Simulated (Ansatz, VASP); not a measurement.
## Ta: VASP beside Ansatz

```
Ta
1.0
    -1.65128    1.65128    1.70082
     1.65128   -1.65128    1.70082
     1.65128    1.65128   -1.70082
Ta
1
Direct
  0.00000 0.00000 0.00000
```

Change from the starting cell: zz strain of +3 %, crystal datasets.

Alike in both runs: task electric field gradients; functional PBEsol; k mesh 17 × 17 × 17; occupations fermi-dirac, width 0.08 eV; no spin polarisation.

|  | VASP | Ansatz |
| --- | --- | --- |
| version | VASP 6.6.1 | Ansatz 0.2.0 |
| potentials or method | VASP PAW PBE potentials, release 64 (Ta_pv), cutoff 520 eV | all-electron PAW with datasets made for the crystal, scalar-relativistic |

|  | VASP | Ansatz | Ansatz less VASP |
| --- | --- | --- | --- |
| pressure (GPa) | -9.0 | -9.1 | -0.13 |
| traceless stress, the component that is largest in VASP (GPa) | -1.88 | -1.88 | -0.005 |
| size of Vzz on the site where it differs most (V/Å²) | 19.8 | 20.7 | +0.91 |

VASP's potentials were made for PBE, not for PBEsol. Ansatz ran all-electron here, and VASP with PAW potentials.

Neither program's run includes spin-orbit coupling.
